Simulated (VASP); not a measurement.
# CdHg3Se4 in VASP: a series of runs

CdHg3Se4 is run at these levels: PBE; tasks: single point.

Everything below comes from runs of VASP 6.6.1. Logs are shortened: lines on timing, memory, paths and dates and some standing lists are left out, and cuts for length are marked.

## 1. The cell of the first run

Symmetry: I-42m, No. 121, tetragonal system. Conventional cell: a = 6.244 Å, b = 6.244 Å, c = 12.491 Å, α = 90.00°, β = 90.00°, γ = 90.00°. Within 3.5 Å of Cd (site symmetry -42m) lie 4 Se at 2.69 Å. Hg (site symmetry -4) has 4 Se at 2.71 Å within 3.6 Å. Within 3.6 Å of Hg (site symmetry -42m) lie 4 Se at 2.71 Å. Se (site symmetry m) has 1 Cd at 2.69 Å and 3 Hg at 2.71 Å within 3.5 Å.

## 2. Single point, PBE

INCAR reads:

```
  PREC = Accurate
  ENCUT = 520
  EDIFF = 1E-6
  ISMEAR = 0
  SIGMA = 0.2
  LREAL = F
  LASPH = T
  NELM = 100
  ALGO = Normal
  ISIF = 2
  LWAVE = F
  LCHARG = F
  GGA = PE
  NBANDS = 46
```

KPOINTS reads:

```
regular mesh
0
Gamma
  4 4 4
```

POSCAR reads:

```
CdHg3Se4
1.0
    6.2437948000      0.0000000000      0.0000000000
    0.0000000000      6.2437948000      0.0000000000
   -3.1218974000     -3.1218974000      6.2454387000
Cd Hg Se
1 3 4
Direct
    0.0000000000      0.0000000000      0.0000000000
    0.2500000000      0.7500000000      0.5000000000
    0.5000000000      0.5000000000      0.0000000000
    0.7500000000      0.2500000000      0.5000000000
    0.3726950000      0.3726950000      0.2484830000
    0.6273050000      0.1242120000      0.7515170000
    0.8757880000      0.8757880000      0.2484830000
    0.1242120000      0.6273050000      0.7515170000
```

Potentials or basis: VASP PAW PBE potentials, release 64 (Cd, Hg, Se).

Run with:

```sh
> cat potpaw_PBE.64/Cd/POTCAR potpaw_PBE.64/Hg/POTCAR potpaw_PBE.64/Se/POTCAR > POTCAR
> mpirun -np 1 vasp_std > vasp.out
```

OUTCAR:

```text
PREC = Accurate
   ENCUT = 520
   EDIFF = 1E-6
   ISMEAR = 0
   LREAL = F
   LASPH = T
   NELM = 100
   ISIF = 2
   GGA = PE

 ion  position               nearest neighbor table
   1  0.000  0.000  0.000-   5 2.69   6 2.69   7 2.69   8 2.69
   2  0.250  0.750  0.500-   8 2.71   6 2.71   7 2.71   5 2.71
   3  0.500  0.500  0.000-   6 2.71   7 2.71   8 2.71   5 2.71
   4  0.750  0.250  0.500-   6 2.71   5 2.71   7 2.71   8 2.71
   5  0.373  0.373  0.248-   1 2.69   2 2.71   4 2.71   3 2.71
   6  0.627  0.124  0.752-   1 2.69   4 2.71   2 2.71   3 2.71
   7  0.876  0.876  0.248-   1 2.69   2 2.71   4 2.71   3 2.71
   8  0.124  0.627  0.752-   1 2.69   2 2.71   4 2.71   3 2.71

  LATTYP: Found a body centered tetragonal cell.
 ALAT       =     6.2437948000
 C/A-ratio  =     2.0005265708

  Lattice vectors:

 A1 = (   3.1218974000,  -3.1218974000,  -6.2454387000)
 A2 = (  -3.1218974000,   3.1218974000,  -6.2454387000)
 A3 = (   3.1218974000,   3.1218974000,   6.2454387000)

Analysis of symmetry for initial positions (statically):
=====================================================================
 Subroutine PRICEL returns:
 Original cell was already a primitive cell.

 Routine SETGRP: Setting up the symmetry group for a
 body centered tetragonal supercell.

 Subroutine GETGRP returns: Found  8 space group operations
 (whereof  8 operations were pure point group operations)
 out of a pool of 16 trial point group operations.

The static configuration has the point symmetry D_2d.

Analysis of symmetry for dynamics (positions and initial velocities):
=====================================================================
 Subroutine PRICEL returns:
 Original cell was already a primitive cell.

 Routine SETGRP: Setting up the symmetry group for a
 body centered tetragonal supercell.

 Subroutine GETGRP returns: Found  8 space group operations
 (whereof  8 operations were pure point group operations)
 out of a pool of 16 trial point group operations.

The dynamic configuration has the point symmetry D_2d.

 Subroutine INISYM returns: Found  8 space group operations
 (whereof  8 operations are pure point group operations),
 and found     1 'primitive' translations

----------------------------------------------------------------------------------------

                                     Primitive cell

  volume of cell :     243.4783

  direct lattice vectors                    reciprocal lattice vectors
     6.243794800  0.000000000  0.000000000     0.160159011  0.000000000  0.080058427
     0.000000000  6.243794800  0.000000000     0.000000000  0.160159011  0.080058427
    -3.121897400 -3.121897400  6.245438700     0.000000000  0.000000000  0.160116855

  length of vectors
     6.243794800  6.243794800  7.648397957     0.179053792  0.179053792  0.160116855

  position of ions in fractional coordinates (direct lattice)
     0.000000000  0.000000000  0.000000000
     0.250000000  0.750000000  0.500000000
     0.500000000  0.500000000  0.000000000
     0.750000000  0.250000000  0.500000000
     0.372695000  0.372695000  0.248483000
     0.627305000  0.124212000  0.751517000
     0.875788000  0.875788000  0.248483000
     0.124212000  0.627305000  0.751517000

  ion indices of the primitive-cell ions
   primitive index   ion index
                 1           1
                 2           2
                 3           3
                 4           4
                 5           5
                 6           6
                 7           7
                 8           8

----------------------------------------------------------------------------------------

 KPOINTS: regular mesh

Automatic generation of k-mesh.
 Grid dimensions read from file:
 generate k-points for:    4    4    4

 Generating k-lattice:

  Cartesian coordinates                     Fractional coordinates (reciprocal lattice)
     0.040039753  0.000000000  0.020014607     0.250000000  0.000000000  0.000000000
     0.000000000  0.040039753  0.020014607     0.000000000  0.250000000  0.000000000
     0.000000000  0.000000000  0.040029214     0.000000000  0.000000000  0.250000000

  Length of vectors
     0.044763448  0.044763448  0.040029214

  Shift w.r.t. Gamma in fractional coordinates (k-lattice)
     0.000000000  0.000000000  0.000000000

 Subroutine IBZKPT returns following result:
 ===========================================

 Found     13 irreducible k-points:

 Following reciprocal coordinates:
            Coordinates               Weight
  0.000000  0.000000  0.000000      1.000000
  0.250000  0.000000 -0.000000      8.000000
  0.500000  0.000000 -0.000000      4.000000
  0.250000  0.250000 -0.000000      8.000000
  0.500000  0.250000 -0.000000     16.000000
 -0.250000  0.250000  0.000000      4.000000
  0.500000  0.500000 -0.000000      2.000000
  0.000000  0.000000  0.250000      2.000000
  0.250000  0.000000  0.250000      8.000000
  0.500000  0.000000  0.250000      4.000000
  0.250000  0.250000  0.250000      4.000000
  0.500000  0.500000  0.250000      2.000000
  0.000000  0.000000  0.500000      1.000000
   k-points           NKPTS =     13   k-points in BZ     NKDIM =     13   number of bands    NBANDS=     46
   number of dos      NEDOS =    301   number of ions     NIONS =      8
   total plane-waves  NPLWV = 138240
   dimension x,y,z NGX =    48 NGY =   48 NGZ =   60
   dimension x,y,z NGXF=    96 NGYF=   96 NGZF=  120
   ions per type =               1   3   4
   NGX,Y,Z   is equivalent  to a cutoff of  12.78, 12.78, 13.04 a.u.
   NGXF,Y,Z  is equivalent  to a cutoff of  25.56, 25.56, 26.08 a.u.
 SYSTEM =  unknown system
   PREC   = accura    normal or accurate (medium, high low for compatibility)
   ISTART =      0    job   : 0-new  1-cont  2-samecut
   ICHARG =      2    charge: 1-file 2-atom 10-const
   ISPIN  =      1    spin polarized calculation?
   LNONCOLLINEAR =      F non collinear calculations
   LSORBIT =      F    spin-orbit coupling
   LASPH  =      T    aspherical Exc in radial PAW
   ENCUT  =  520.0 eV  38.22 Ry    6.18 a.u.  11.61 11.61 14.22*2*pi/ulx,y,z
   NELM   =    100;   NELMIN=  2; NELMDL= -5     # of ELM steps
   EDIFF  = 0.1E-05   stopping-criterion for ELM
   LREAL  =      F    real-space projection
   EDIFFG = 0.1E-04   stopping-criterion for IOM
   NSW    =      0    number of steps for IOM
   IBRION =     -1    ionic relax: 0-MD 1-quasi-New 2-CG
   NFREE  =      0    steps in history (QN), initial steepest desc. (CG)
   ISIF   =      2    stress and relaxation
   ISYM   =      2    0-nonsym 1-usesym 2-fastsym
   POTIM  = 0.5000    time-step for ionic-motion
   TEBEG  =    0.0;   TEEND  =   0.0 temperature during run
   PSTRESS=    0.0 pullay stress
   NELECT =      72.0000    total number of electrons
   NUPDOWN=      -1.0000    fix difference up-down
   EMIN   =  10.00;   EMAX   =-10.00  energy-range for DOS
   EFERMI =   0.00;   METHOD = LEGACY
   ISMEAR =     0;   SIGMA  =   0.20  broadening in eV -4-tet -1-fermi 0-gaus
   EFERMI_NEDOS =   21; number of points for ismear=-14 and -15
   IALGO  =     38    algorithm
   IMIX   =      4    mixing-type and parameters
     AMIX     =   0.40;   BMIX     =  1.00
     AMIX_MAG =   1.60;   BMIX_MAG =  1.00
  volume/ion in A,a.u.               =      30.43       205.38
  Fermi-wavevector in a.u.,A,eV,Ry     =   1.090684  2.061094 16.185375  1.189592
  Thomas-Fermi vector in A             =   2.226914
   LORBIT       =      0    0 simple, 1 ext, 2 COOP (PROOUT), +10 PAW based schemes
   GGA     = PE    functional components
   LHFCALC =     F    Hartree Fock is set to
   AEXX    =    0.0000 exact exchange contribution
   IVDW    =     0    specifies the selected vdW correction
   LEPSILON=     F    determine dielectric tensor
   LRPA    =     F    only Hartree local field effects (RPA)
 non-spin polarized calculation
 Gauss-broadening in eV      SIGMA  =   0.20
  energy-cutoff  :      520.00
  volume of cell :      243.48
 maximum number of plane-waves:      6620
 NGX is ok and might be reduce to    48

 number of electron      72.0000004 magnetization

 Free energy of the ion-electron system (eV)
  ---------------------------------------------------
  ext. energy  EPLUGINS =         0.00000000
  ---------------------------------------------------
  free energy    TOTEN  =       -17.74216309 eV

  energy without entropy =      -17.73547901  energy(sigma->0) =      -17.73882105

 E-fermi :   0.9363     XC(G=0):  -8.6446

 val. band max:        0.8474057919   @ k =   0.0000   0.0000   0.0000
 cond. band min:       1.9504399753   @ k =   0.0000   0.0000   0.2500
 fundamental gap:      1.1030341834
 Fermi energy:         0.9363360865

 k-point     1 :       0.0000    0.0000    0.0000
  band No.  band energies     occupation
      1     -11.8982      2.00000
      2     -11.4034      2.00000
      3     -11.4034      2.00000
      4     -11.4030      2.00000
      5      -6.9822      2.00000
      6      -6.9822      2.00000
[... 38 lines left out ...]
     45       6.5145      0.00000
     46       6.5177      0.00000

 k-point     2 :       0.2500    0.0000   -0.0000
  band No.  band energies     occupation
      1     -11.8127      2.00000
      2     -11.4543      2.00000
      3     -11.4261      2.00000
      4     -11.4192      2.00000
      5      -6.9937      2.00000
      6      -6.9830      2.00000
[... 38 lines left out ...]
     45       6.8921      0.00000
     46       6.9670      0.00000

 k-point     3 :       0.5000    0.0000   -0.0000
  band No.  band energies     occupation
      1     -11.6302      2.00000
      2     -11.6067      2.00000
      3     -11.4430      2.00000
      4     -11.4367      2.00000
      5      -7.0046      2.00000
      6      -6.9838      2.00000
[... 38 lines left out ...]
     45       6.8009      0.00000
     46       6.8669      0.00000

 k-point     4 :       0.2500    0.2500   -0.0000
  band No.  band energies     occupation
      1     -11.7166      2.00000
      2     -11.4702      2.00000
      3     -11.4697      2.00000
      4     -11.4571      2.00000
      5      -6.9936      2.00000
      6      -6.9843      2.00000
[... 381 lines left out ...]
     45       7.2433      0.00000
     46       7.2918      0.00000

 k-point    12 :       0.5000    0.5000    0.2500
  band No.  band energies     occupation
      1     -11.5356      2.00000
      2     -11.5356      2.00000
      3     -11.5338      2.00000
      4     -11.5040      2.00000
      5      -6.9864      2.00000
      6      -6.9864      2.00000
[... 38 lines left out ...]
     45       7.3591      0.00000
     46       7.3615      0.00000

 k-point    13 :       0.0000    0.0000    0.5000
  band No.  band energies     occupation
      1     -11.6682      2.00000
      2     -11.6425      2.00000
      3     -11.4029      2.00000
      4     -11.4029      2.00000
      5      -7.0107      2.00000
      6      -6.9749      2.00000
[... 38 lines left out ...]
     45       8.0837      0.00000
     46       8.0979      0.00000

------------------------ aborting loop because EDIFF is reached ----------------------------------------

  FORCE on cell =-STRESS in cart. coord.  units (eV):
  Direction    XX          YY          ZZ          XY          YZ          ZX
  --------------------------------------------------------------------------------------
  -------------------------------------------------------------------------------------
  Total        0.3353972      0.3353972      0.3414213      0.0000000      0.0000000      0.0000000
  in kB        2.2070382      2.2070382      2.2466786      0.0000000      0.0000000      0.0000000
  external PRESSURE =       2.2202516 kB  Pullay stress =       0.0000000 kB

 VOLUME and BASIS-vectors are now :
 -----------------------------------------------------------------------------
  energy-cutoff  :      520.00
  volume of cell :      243.48
      direct lattice vectors                 reciprocal lattice vectors
     6.243794800  0.000000000  0.000000000     0.160159011  0.000000000  0.080058427
     0.000000000  6.243794800  0.000000000     0.000000000  0.160159011  0.080058427
    -3.121897400 -3.121897400  6.245438700     0.000000000  0.000000000  0.160116855

 POSITION                                       TOTAL-FORCE (eV/Angst)
 -----------------------------------------------------------------------------------
      0.00000      0.00000      0.00000         0.000000      0.000000      0.000000
      0.00000      3.12190      3.12272         0.000000      0.000000      0.000000
      3.12190      3.12190      0.00000         0.000000     -0.000000      0.000000
      3.12190      0.00000      3.12272         0.000000     -0.000000      0.000000
      1.55129      1.55129      1.55189         0.001273      0.001273      0.001801
      1.57060     -1.57060      4.69355        -0.001273      0.001273     -0.001801
      4.69250      4.69250      1.55189        -0.001273     -0.001273      0.001801
     -1.57060      1.57060      4.69355         0.001273     -0.001273     -0.001801
 -----------------------------------------------------------------------------------
    total drift:                               -0.000000     -0.000000      0.000005

  FREE ENERGIE OF THE ION-ELECTRON SYSTEM (eV)
  ---------------------------------------------------
  free  energy   TOTEN  =       -17.7421630874 eV

  energy  without entropy=      -17.7354790108  energy(sigma->0) =      -17.73882105
```

Run time: 1.8 min. Hardware: 1 thread of Intel Xeon Platinum 8488C (Sapphire Rapids), shared host; peak memory 0.44 GiB.

What came out:

```
Free energy            : -17.7422 eV
Pressure               : 0.2 GPa
Band gap on the k mesh : zero (filled and empty bands touch)
```

Forces on the atoms (eV/Å):
```
Cd   0.000  0.000  0.000
Hg   0.000  0.000  0.000
Hg   0.000  0.000  0.000
Hg   0.000  0.000  0.000
Se   0.001  0.001  0.002
Se  -0.001  0.001 -0.002
Se  -0.001 -0.001  0.002
Se   0.001 -0.001 -0.002
```

Caveat: semilocal functionals underestimate gaps, so a narrow gap can read as zero; spin-orbit coupling is left out, which moves the levels of the heavy elements.

## 3. Single point, PBE

INCAR reads:

```
PREC = Accurate ; ENCUT = 520
EDIFF = 1E-6 ; ISMEAR = 0
SIGMA = 0.2 ; LREAL = False
LASPH = True ; NELM = 60
ALGO = Normal ; ISIF = 2
LWAVE = False ; LCHARG = False
GGA = PE ; NBANDS = 46
```

KPOINTS is that of step 2.

POSCAR reads:

```
CdHg3Se4
1.0
    6.2334706271      0.0034548850      0.0035991603
    0.0034694178      6.2512343110     -0.0004365174
   -3.1147424218     -3.1278404176      6.2531415538
Cd Hg Se
1 3 4
Direct
   -0.0008653723     -0.0000810208     -0.0003474733
    0.2504395256      0.7497127841      0.4990123399
    0.4993152428      0.5005267055      0.0006379797
    0.7514929612      0.2506323645      0.5012650708
    0.3729066681      0.3716367001      0.2484731730
    0.6266630615      0.1244292619      0.7513488279
    0.8755228418      0.8754549833      0.2483808940
    0.1245250713      0.6276882215      0.7512291881
```

Potentials or basis: VASP PAW PBE potentials, release 64 (Cd, Hg, Se).

Run with:

```sh
> cat potpaw_PBE.64/Cd/POTCAR potpaw_PBE.64/Hg/POTCAR potpaw_PBE.64/Se/POTCAR > POTCAR
> mpirun -np 1 vasp_std > vasp.out
```

Wall time 5 min (1 thread of Intel Xeon Platinum 8488C (Sapphire Rapids), shared host); peak memory 0.59 GiB.

The run converged. Its results:

```
Free energy   : -17.7423 eV
Pressure      : 0.2 GPa
Largest force : 0.005 eV/Å
```

Forces on the atoms (eV/Å):
```
Cd   0.000  0.001  0.002
Hg  -0.002  0.000  0.003
Hg   0.001 -0.001 -0.002
Hg  -0.002  0.000 -0.003
Se   0.000  0.000 -0.002
Se   0.003 -0.002  0.003
Se   0.001  0.002 -0.002
Se  -0.001  0.000  0.001
```

Levels at points of the mesh, in eV from the Fermi level:
```csv
k point,band 33,band 34,band 35,band 36,band 37,band 38,band 39,band 40
"(0.00, 0.00, 0.00)",-1.96,-0.74,-0.10,-0.09,-0.08,2.72,3.12,3.37
"(0.50, 0.00, 0.00)",-1.50,-1.43,-0.94,-0.81,2.13,2.30,2.99,3.54
"(0.00, 0.50, 0.00)",-1.50,-1.42,-0.95,-0.81,2.13,2.30,2.98,3.54
"(0.50, 0.50, 0.00)",-0.90,-0.85,-0.80,-0.78,1.09,1.40,2.36,2.88
"(0.00, 0.00, 0.50)",-1.19,-1.18,-1.05,-1.04,2.12,2.20,2.57,3.11
"(0.50, 0.00, 0.50)",-1.49,-1.43,-0.94,-0.81,2.12,2.30,3.00,3.55
"(0.00, 0.50, 0.50)",-1.49,-1.42,-0.95,-0.81,2.13,2.30,2.98,3.54
"(0.50, 0.50, 0.50)",-0.90,-0.85,-0.80,-0.78,1.08,1.39,2.37,2.89
```

Caveat: spin-orbit coupling is left out, which moves the levels of the heavy elements.

## 4. Single point, PBE

This run uses another cell than the first one, of the same volume but with other edges.

INCAR reads:

```
SYSTEM = CdHg3Se4
PREC = Accurate
ENCUT = 520
EDIFF = 1E-6
ISMEAR = 0
SIGMA = 0.1
LREAL = .False.
LASPH = .True.
NELM = 100
ALGO = Normal
ISIF = 2
LWAVE = .False.
LCHARG = .True.
GGA = PE
LELF = .True.
LVHAR = .True.
NBANDS = 46
```

KPOINTS reads:

```
regular mesh
0
Gamma
  8 8 8
  0 0 0
```

POSCAR reads:

```
CdHg3Se4
1.0
   -3.1218974000      3.1218974000      6.2454387000
    3.1218974000     -3.1218974000      6.2454387000
    3.1218974000      3.1218974000     -6.2454387000
Cd Hg Se
1 3 4
Direct
    0.0000000000      0.0000000000      0.0000000000
    0.7500000000      0.2500000000      0.5000000000
    0.5000000000      0.5000000000      0.0000000000
    0.2500000000      0.7500000000      0.5000000000
    0.3726950000      0.3726950000      0.4969070000
    0.1242120000      0.6273050000      0.0000000000
    0.8757880000      0.8757880000      0.5030930000
    0.6273050000      0.1242120000      0.0000000000
```

Run with:

```sh
> cat potpaw_PBE.64/Cd/POTCAR potpaw_PBE.64/Hg/POTCAR potpaw_PBE.64/Se/POTCAR > POTCAR
> mpirun -np 1 vasp_std > vasp.out
```

It took 12 min on 1 thread of Intel Xeon Platinum 8488C (Sapphire Rapids), shared host; peak memory 0.88 GiB.

Results (log left out):

| Item | Value |
| --- | --- |
| Free energy | -17.7417 eV |
| Pressure | 0.2 GPa |
| Band gap on the k mesh | zero (filled and empty bands touch) |

Levels at points of the mesh, in eV from the Fermi level:
| k point | band 33 | band 34 | band 35 | band 36 | band 37 | band 38 | band 39 | band 40 |
| --- | --- | --- | --- | --- | --- | --- | --- | --- |
| (0.00, 0.00, 0.00) | -1.96 | -0.72 | -0.08 | -0.07 | -0.07 | 2.73 | 3.14 | 3.39 |
| (0.50, 0.00, 0.00) | -1.48 | -1.42 | -0.93 | -0.79 | 2.15 | 2.32 | 3.01 | 3.56 |
| (0.50, 0.50, 0.00) | -0.88 | -0.84 | -0.79 | -0.77 | 1.10 | 1.41 | 2.38 | 2.90 |
| (0.50, 0.50, 0.50) | -1.17 | -1.17 | -1.03 | -1.03 | 2.14 | 2.21 | 2.59 | 3.13 |

Caveat: semilocal functionals underestimate gaps, so a narrow gap can read as zero; spin-orbit coupling is left out, which moves the levels of the heavy elements.

## 5. Summary

```tsv
cell	k mesh	smearing	gap on the mesh (eV)	pressure (GPa)
a = 6.244, b = 6.244, c = 7.648 Å, angles 114.1, 114.1, 90.0°, 8 atoms, atomic positions A	4 × 4 × 4	gaussian 0.2 eV	none	0.2
a = 6.233, b = 6.251, c = 7.654 Å, angles 114.1, 114.0, 89.9°, 8 atoms, atomic positions B	4 × 4 × 4	gaussian 0.2 eV	-	0.2
a = 7.648 Å, angles 131.8, 131.8, 70.5°, 8 atoms, atomic positions A	8 × 8 × 8	gaussian 0.1 eV	none	0.2
```

Alike in all rows: task single point; level PBE; potentials or basis VASP PAW PBE potentials, release 64 (Cd, Hg, Se); no spin polarisation; cutoff (eV) 520.

Caveats: spin-orbit coupling is left out, which moves the levels of the heavy elements; semilocal functionals underestimate gaps, so a narrow gap can read as zero (at least some runs).

Absolute energies hang on the potentials; compare differences alone.
